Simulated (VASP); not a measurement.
A run of VASP 6.6.1 is set up as follows.

POSCAR

```
AlRu
1.0
    2.9345570575      0.0000000000      0.0000000000
    0.0000000000      2.9345570575      0.0000000000
    0.0000000000      0.0000000000      2.9345570575
Al Ru
1 1
Direct
    0.0000000000      0.0000000000      0.0000000000
    0.5000000000      0.5000000000      0.5000000000
```

Contents of INCAR.step1:

```
SYSTEM = AlRu
ALGO = Normal
EDIFF = 1E-4
ENCUT = 520
GGA = PE
ISMEAR = 0
LASPH = .True.
LCHARG = .False.
LREAL = .False.
LWAVE = .True.
NBANDS = 16
NELM = 80
PREC = Accurate
SIGMA = 0.1
```

File INCAR.step2:

```
SYSTEM = AlRu
ALGO = Normal
EDIFF = 1E-6
ENCUT = 520
ISIF = 2
ISMEAR = 0
ISTART = 1
LASPH = .True.
LCHARG = .True.
LELF = .True.
LMIXTAU = .True.
LREAL = .False.
LVHAR = .True.
LWAVE = .False.
METAGGA = R2SCAN
NBANDS = 16
NELM = 80
PREC = Accurate
SIGMA = 0.1
```

KPOINTS

```
k-points
0
Gamma
  14 14 14
  0 0 0
```

Potentials or basis: VASP PAW PBE potentials, release 64 (Al, Ru_pv).

The run is started by

```console
$ cat potpaw_PBE.64/Al/POTCAR potpaw_PBE.64/Ru_pv/POTCAR > POTCAR
$ cp INCAR.step1 INCAR
$ mpirun -np 1 vasp_std > vasp.out
$ cp INCAR.step2 INCAR
$ mpirun -np 1 vasp_std > vasp.out
```

Task: Predict the pressure.

Result: 12.2 GPa.

Caveat: the PAW data sets were made with another functional, which shifts forces and pressure a little.
